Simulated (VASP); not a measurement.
# W2Cl3 (P-6m2) in VASP: further runs

W2Cl3 is run at these levels: PBE; tasks: single point.

All numbers are computed with VASP 6.6.1; they aren't measurements. Logs are shortened: lines on timing, memory, paths and dates and some standing lists are left out, and cuts for length are marked.

## (1) The cell of the first run

It takes space group P-6m2 (No. 187, hexagonal). Conventional cell: a = 6.939 Å, b = 6.939 Å, c = 7.440 Å, α = 90.00°, β = 90.00°, γ = 120.00°. W (site symmetry mm2) has 3 W at 2.44 to 2.71 Å and 4 Cl at 2.44 Å within 3.2 Å. W (site symmetry -6m2) has 3 W at 2.44 Å within 3.2 Å. Within 3.3 Å of Cl (site symmetry m) lie 2 W at 2.44 Å and 1 Cl at 3.27 Å.

The cell was built from a structure type or drawn by symmetry, and may not be a known phase.

## (2) Single point, PBE, collinear spin

File INCAR:

```
SYSTEM = W2Cl3
PREC = Accurate
ENCUT = 500
EDIFF = 1E-6
ISMEAR = 0
SIGMA = 0.1
LREAL = .FALSE.
LASPH = .TRUE.
NELM = 200
ALGO = Normal
ISIF = 2
LWAVE = .FALSE.
LCHARG = .TRUE.
ISPIN = 2
MAGMOM = -0.17 -0.17 -0.17 0.36 -0.01 -0.01 -0.01 -0.01 -0.01 -0.01
LORBIT = 11
LMAXMIX = 4
GGA = PE
LELF = .TRUE.
LVHAR = .TRUE.
NBANDS = 64
GGA_COMPAT = .FALSE.
```

File KPOINTS:

```
Automatic mesh
0
G
  3 3 4
  0 0 0
```

File POSCAR:

```
W2Cl3
1.0
    6.9391182981      0.0000000000      0.0000000000
   -3.4695591491      6.0094527260      0.0000000000
    0.0000000000      0.0000000000      7.4398084143
W Cl
4 6
Direct
    0.7969996918      0.2030003082      0.0000000000
    0.7969996918      0.5939993837      0.0000000000
    0.4060006163      0.2030003082      0.0000000000
    0.0000000000      0.0000000000      0.0000000000
    0.5011362729      0.4988637271      0.7804918164
    0.5011362729      0.0022725457      0.7804918164
    0.9977274543      0.4988637271      0.7804918164
    0.5011362729      0.4988637271      0.2195081836
    0.5011362729      0.0022725457      0.2195081836
    0.9977274543      0.4988637271      0.2195081836
```

Potentials or basis: VASP PAW PBE potentials, release 64 (W_sv, Cl).

Launch:

```bash
> cat potpaw_PBE.64/W_sv/POTCAR potpaw_PBE.64/Cl/POTCAR > POTCAR
> mpirun -np 1 vasp_std > vasp.out
```

OUTCAR:

```text
SYSTEM = W2Cl3
   PREC = Accurate
   ENCUT = 500
   EDIFF = 1E-6
   ISMEAR = 0
   LREAL = .FALSE.
   LASPH = .TRUE.
   NELM = 200
   ISIF = 2
   ISPIN = 2
   LORBIT = 11
   GGA = PE

 ion  position               nearest neighbor table
   1  0.797  0.203  0.000-   4 2.44   6 2.44   9 2.44   7 2.44  10 2.44   3 2.71   2 2.71
   2  0.797  0.594  0.000-   4 2.44   5 2.44   8 2.44   7 2.44  10 2.44   3 2.71   1 2.71
   3  0.406  0.203  0.000-   4 2.44   5 2.44   8 2.44   6 2.44   9 2.44   2 2.71   1 2.71
   4  0.000  0.000  0.000-   3 2.44   2 2.44   1 2.44
   5  0.501  0.499  0.780-   2 2.44   3 2.44
   6  0.501  0.002  0.780-   1 2.44   3 2.44
   7  0.998  0.499  0.780-   1 2.44   2 2.44
   8  0.501  0.499  0.220-   2 2.44   3 2.44
   9  0.501  0.002  0.220-   1 2.44   3 2.44
  10  0.998  0.499  0.220-   1 2.44   2 2.44

  LATTYP: Found a hexagonal cell.
 ALAT       =     6.9391182981
 C/A-ratio  =     1.0721547169

  Lattice vectors:

 A1 = (   6.9391182981,   0.0000000000,   0.0000000000)
 A2 = (  -3.4695591491,   6.0094527260,   0.0000000000)
 A3 = (   0.0000000000,   0.0000000000,   7.4398084143)

Analysis of symmetry for initial positions (statically):
=====================================================================
 Subroutine PRICEL returns:
 Original cell was already a primitive cell.

 Routine SETGRP: Setting up the symmetry group for a
 hexagonal supercell.

 Subroutine GETGRP returns: Found 12 space group operations
 (whereof 12 operations were pure point group operations)
 out of a pool of 24 trial point group operations.

The static configuration has the point symmetry D_3h.

Analysis of symmetry for dynamics (positions and initial velocities):
=====================================================================
 Subroutine PRICEL returns:
 Original cell was already a primitive cell.

 Routine SETGRP: Setting up the symmetry group for a
 hexagonal supercell.

 Subroutine GETGRP returns: Found 12 space group operations
 (whereof 12 operations were pure point group operations)
 out of a pool of 24 trial point group operations.

The dynamic configuration has the point symmetry D_3h.

Analysis of structural, dynamic, and magnetic symmetry:
=====================================================================
 Subroutine PRICEL returns:
 Original cell was already a primitive cell.

 Routine SETGRP: Setting up the symmetry group for a
 hexagonal supercell.

 Subroutine GETGRP returns: Found 12 space group operations
 (whereof 12 operations were pure point group operations)
 out of a pool of 24 trial point group operations.

The overall configuration has the point symmetry D_3h.

 Subroutine INISYM returns: Found 12 space group operations
 (whereof 12 operations are pure point group operations),
 and found     1 'primitive' translations

----------------------------------------------------------------------------------------

                                     Primitive cell

  volume of cell :     310.2423

  direct lattice vectors                    reciprocal lattice vectors
     6.939118298  0.000000000  0.000000000     0.144110528  0.083202252  0.000000000
    -3.469559149  6.009452726  0.000000000     0.000000000  0.166404504  0.000000000
     0.000000000  0.000000000  7.439808414     0.000000000  0.000000000  0.134412063

  length of vectors
     6.939118298  6.939118298  7.439808414     0.166404504  0.166404504  0.134412063

  position of ions in fractional coordinates (direct lattice)
     0.796999692  0.203000308  0.000000000
     0.796999692  0.593999384  0.000000000
     0.406000616  0.203000308  0.000000000
     0.000000000  0.000000000  0.000000000
     0.501136273  0.498863727  0.780491816
     0.501136273  0.002272546  0.780491816
     0.997727454  0.498863727  0.780491816
     0.501136273  0.498863727  0.219508184
     0.501136273  0.002272546  0.219508184
     0.997727454  0.498863727  0.219508184

  ion indices of the primitive-cell ions
   primitive index   ion index
                 1           1
                 2           2
                 3           3
                 4           4
[... 53 lines left out ...]
   PREC   = accura    normal or accurate (medium, high low for compatibility)
   ISTART =      0    job   : 0-new  1-cont  2-samecut
   ICHARG =      2    charge: 1-file 2-atom 10-const
   ISPIN  =      2    spin polarized calculation?
   LNONCOLLINEAR =      F non collinear calculations
   LSORBIT =      F    spin-orbit coupling
   LASPH  =      T    aspherical Exc in radial PAW
   ENCUT  =  500.0 eV  36.75 Ry    6.06 a.u.  12.65 12.65 13.56*2*pi/ulx,y,z
   NELM   =    200;   NELMIN=  2; NELMDL= -5     # of ELM steps
   EDIFF  = 0.1E-05   stopping-criterion for ELM
   LREAL  =      F    real-space projection
   EDIFFG = 0.1E-04   stopping-criterion for IOM
   NSW    =      0    number of steps for IOM
   IBRION =     -1    ionic relax: 0-MD 1-quasi-New 2-CG
   NFREE  =      0    steps in history (QN), initial steepest desc. (CG)
   ISIF   =      2    stress and relaxation
   ISYM   =      2    0-nonsym 1-usesym 2-fastsym
   POTIM  = 0.5000    time-step for ionic-motion
   TEBEG  =    0.0;   TEEND  =   0.0 temperature during run
   PSTRESS=    0.0 pullay stress
   NELECT =      98.0000    total number of electrons
   NUPDOWN=      -1.0000    fix difference up-down
   EMIN   =  10.00;   EMAX   =-10.00  energy-range for DOS
   EFERMI =   0.00;   METHOD = LEGACY
   ISMEAR =     0;   SIGMA  =   0.10  broadening in eV -4-tet -1-fermi 0-gaus
   EFERMI_NEDOS =   21; number of points for ismear=-14 and -15
   IALGO  =     38    algorithm
   IMIX   =      4    mixing-type and parameters
     AMIX     =   0.40;   BMIX     =  1.00
     AMIX_MAG =   1.60;   BMIX_MAG =  1.00
  volume/ion in A,a.u.               =      31.02       209.36
  Fermi-wavevector in a.u.,A,eV,Ry     =   1.114936  2.106923 16.913156  1.243082
  Thomas-Fermi vector in A             =   2.251536
   LORBIT       =     11    0 simple, 1 ext, 2 COOP (PROOUT), +10 PAW based schemes
   GGA     = PE    functional components
   LHFCALC =     F    Hartree Fock is set to
   AEXX    =    0.0000 exact exchange contribution
   IVDW    =     0    specifies the selected vdW correction
   LEPSILON=     F    determine dielectric tensor
   LRPA    =     F    only Hartree local field effects (RPA)
 spin polarized calculation
 Gauss-broadening in eV      SIGMA  =   0.10
  energy-cutoff  :      500.00
  volume of cell :      310.24
 maximum number of plane-waves:      7911
 NGX is ok and might be reduce to    50
   NGX = 25   NGY = 25   NGZ = 27

 number of electron      98.0000020 magnetization      -0.0097068

 number of electron      98.0000020 magnetization       0.0012105

 Free energy of the ion-electron system (eV)
  ---------------------------------------------------
  ext. energy  EPLUGINS =         0.00000000
  ---------------------------------------------------
  free energy    TOTEN  =       -61.48107897 eV

  energy without entropy =      -61.44999621  energy(sigma->0) =      -61.46553759

 E-fermi :   2.3429     XC(G=0):  -7.8392

 val. band max:        2.3392795928   @ k =   0.3333   0.3333   0.2500
 cond. band min:       2.3523384827   @ k =   0.3333   0.3333   0.0000
 fundamental gap:      0.0130588899
 Fermi energy:         2.3429317869

 spin component 1

 k-point     1 :       0.0000    0.0000    0.0000
  band No.  band energies     occupation
      1     -72.1711      1.00000
      2     -72.1123      1.00000
      3     -72.1123      1.00000
      4     -71.1207      1.00000
      5     -36.8590      1.00000
      6     -36.8590      1.00000
[... 565 lines left out ...]
     60       5.5529      0.00000
     61       5.8211      0.00000
 Fermi energy:         2.3429317869

 spin component 2

 k-point     1 :       0.0000    0.0000    0.0000
  band No.  band energies     occupation
      1     -72.1710      1.00000
      2     -72.1122      1.00000
      3     -72.1122      1.00000
      4     -71.1208      1.00000
      5     -36.8588      1.00000
      6     -36.8588      1.00000
[... 565 lines left out ...]
     60       5.5529      0.00000
     61       5.8213      0.00000
 [bands above 61 left out]

------------------------ aborting loop because EDIFF is reached ----------------------------------------

  FORCE on cell =-STRESS in cart. coord.  units (eV):
  Direction    XX          YY          ZZ          XY          YZ          ZX
  --------------------------------------------------------------------------------------
  -------------------------------------------------------------------------------------
  Total        0.5434092      0.5434092     -0.0100171     -0.0000000      0.0000000      0.0000000
  in kB        2.8063161      2.8063161     -0.0517313     -0.0000000      0.0000000      0.0000000
  external PRESSURE =       1.8536336 kB  Pullay stress =       0.0000000 kB

 VOLUME and BASIS-vectors are now :
 -----------------------------------------------------------------------------
  energy-cutoff  :      500.00
  volume of cell :      310.24
      direct lattice vectors                 reciprocal lattice vectors
     6.939118298  0.000000000  0.000000000     0.144110528  0.083202252  0.000000000
    -3.469559149  6.009452726  0.000000000     0.000000000  0.166404504  0.000000000
     0.000000000  0.000000000  7.439808414     0.000000000  0.000000000  0.134412063

 POSITION                                       TOTAL-FORCE (eV/Angst)
 -----------------------------------------------------------------------------------
      4.82615      1.21992      0.00000         0.009495     -0.005482     -0.000000
      3.46956      3.56961      0.00000        -0.000000      0.010964     -0.000000
      2.11296      1.21992      0.00000        -0.009495     -0.005482     -0.000000
      0.00000      0.00000      0.00000         0.000000      0.000000      0.000000
      1.74661      2.99790      5.80671        -0.004738      0.002736     -0.022091
      3.46956      0.01366      5.80671         0.000000     -0.005471     -0.022091
      5.19251      2.99790      5.80671         0.004738      0.002736     -0.022091
      1.74661      2.99790      1.63310        -0.004738      0.002736      0.022091
      3.46956      0.01366      1.63310         0.000000     -0.005471      0.022091
      5.19251      2.99790      1.63310         0.004738      0.002736      0.022091
 -----------------------------------------------------------------------------------
    total drift:                               -0.000003      0.000001      0.000000

  FREE ENERGIE OF THE ION-ELECTRON SYSTEM (eV)
  ---------------------------------------------------
  free  energy   TOTEN  =       -61.4810789680 eV

  energy  without entropy=      -61.4499962134  energy(sigma->0) =      -61.46553759

 total charge

# of ion       s       p       d       tot
------------------------------------------
    1        2.332   6.227   3.480  12.038
    2        2.332   6.227   3.480  12.038
    3        2.332   6.227   3.480  12.038
    4        2.527   6.120   3.512  12.159
    5        1.605   3.491   0.000   5.096
    6        1.605   3.491   0.000   5.096
    7        1.605   3.491   0.000   5.096
    8        1.605   3.491   0.000   5.096
    9        1.605   3.491   0.000   5.096
   10        1.605   3.491   0.000   5.096
--------------------------------------------------
tot         19.152  45.745  13.951  78.848

 magnetization (x)

# of ion       s       p       d       tot
------------------------------------------
    1        0.000   0.000   0.000   0.000
    2        0.000   0.000   0.000   0.000
    3        0.000   0.000   0.000   0.000
    4       -0.000   0.000  -0.000  -0.000
    5       -0.000   0.000   0.000   0.000
    6       -0.000   0.000   0.000   0.000
    7       -0.000   0.000   0.000   0.000
    8       -0.000   0.000   0.000   0.000
    9       -0.000   0.000   0.000   0.000
   10       -0.000   0.000   0.000   0.000
--------------------------------------------------
tot         -0.000   0.000   0.001   0.001
```

Run time: 20 min. Hardware: 1 thread of Intel Xeon 8259CL, shared host; peak memory 0.65 GiB.

What came out:

```
Free energy                                           : -61.4811 eV
Pressure                                              : 0.2 GPa
Largest force                                         : 0.023 eV/Å
Band gap on the k mesh                                : zero (filled and empty bands overlap)
Net moment                                            : 0.00 μB per cell
Valence electrons inside the program's atomic spheres : W 12.04, 12.16 (each value once); Cl 5.10
```

Forces in eV/Å, atoms in the order of the input:
```
W    0.009 -0.005  0.000
W    0.000  0.011  0.000
W   -0.009 -0.005  0.000
W    0.000  0.000  0.000
Cl  -0.005  0.003 -0.022
Cl   0.000 -0.005 -0.022
Cl   0.005  0.003 -0.022
Cl  -0.005  0.003  0.022
Cl   0.000 -0.005  0.022
Cl   0.005  0.003  0.022
```

Caveat: spin-orbit coupling is left out, which moves the levels of the heavy elements; this functional lacks dispersion, which binds the layers, so the pressure and a relaxed spacing across them are unreliable.

## (3) Single point, PBE

File INCAR:

```
  PREC = Accurate
  ENCUT = 520
  EDIFF = 1E-6
  ISMEAR = 0
  SIGMA = 0.2
  LREAL = False
  LASPH = True
  NELM = 60
  ALGO = Normal
  ISIF = 2
  LWAVE = False
  LCHARG = False
  GGA = PE
  NBANDS = 60
```

File KPOINTS:

```
regular mesh
0
Gamma
  3 3 3
```

POSCAR is that of step 2.

Potentials or basis: VASP PAW PBE potentials, release 64 (W_sv, Cl).

Launch:

```bash
> cat potpaw_PBE.64/W_sv/POTCAR potpaw_PBE.64/Cl/POTCAR > POTCAR
> mpirun -np 1 vasp_std > vasp.out
```

Run time: 1.8 min. Hardware: 1 thread of Intel Xeon 6975P-C (Granite Rapids), shared host; peak memory 0.43 GiB.

The run converged. Its results:

- Free energy: -61.5274 eV
- Pressure: 0.2 GPa
- Largest force: 0.034 eV/Å
- Band gap on the k mesh: zero (bands 49 and 50 overlap by 0.03 eV)

Forces in eV/Å, atoms in the order of the input:
```
W   -0.006  0.004  0.000
W    0.000 -0.007  0.000
W    0.006  0.004  0.000
W    0.000  0.000  0.000
Cl  -0.011  0.006 -0.032
Cl   0.000 -0.013 -0.032
Cl   0.011  0.006 -0.032
Cl  -0.011  0.006  0.032
Cl   0.000 -0.013  0.032
Cl   0.011  0.006  0.032
```

Stress tensor (GPa, compression positive):
```
0.29 0.00 0.00
0.00 0.29 0.00
0.00 0.00 0.07
```

Levels at points of the mesh, in eV from the Fermi level:
```csv
k point,band 47,band 48,band 49,band 50,band 51,band 52
"(0.00, 0.00, 0.00)",-1.09,-0.84,-0.84,-0.01,0.52,0.52
```

Caveat: spin-orbit coupling is left out, which moves the levels of the heavy elements; this functional lacks dispersion, which binds the layers, so the pressure and a relaxed spacing across them are unreliable.

(Continued in part 2 of 2.)
